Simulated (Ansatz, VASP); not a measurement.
**Rh in VASP and in Ansatz**

```
CELL_PARAMETERS angstrom
0.00000 1.89998 1.89998
1.89998 0.00000 1.89998
1.89998 1.89998 0.00000
ATOMIC_POSITIONS crystal
Rh 0.00000 0.00000 0.00000
```

Alike in both runs: functional r2SCAN; k mesh 18 × 18 × 18; occupations gaussian, width 0.1 eV; no spin polarisation.

Ansatz relaxed the structure, and its values are those at the end. VASP's run is a single point on that final structure, the one shown.

|  | VASP | Ansatz |
| --- | --- | --- |
| version | VASP 6.6.1 | Ansatz 0.2.0 |
| potentials or method | VASP PAW PBE potentials, release 64 (Rh_pv), cutoff 550 eV | scalar-relativistic, plane waves, PAW |
| valence electrons in the cell | 15 | 17 |

```csv
,VASP,Ansatz,Ansatz less VASP
gap on the k mesh at the Fermi level (eV),none,none,-
pressure (GPa),1.1,0.0,-1.12
```

VASP's potentials were made for PBE, not for r2SCAN. A gap of «none» marks a metal or a gap that the smearing closes. VASP's potentials hold 15 valence electrons a cell and Ansatz's 17, so a difference there can come from the potentials and not from the codes.
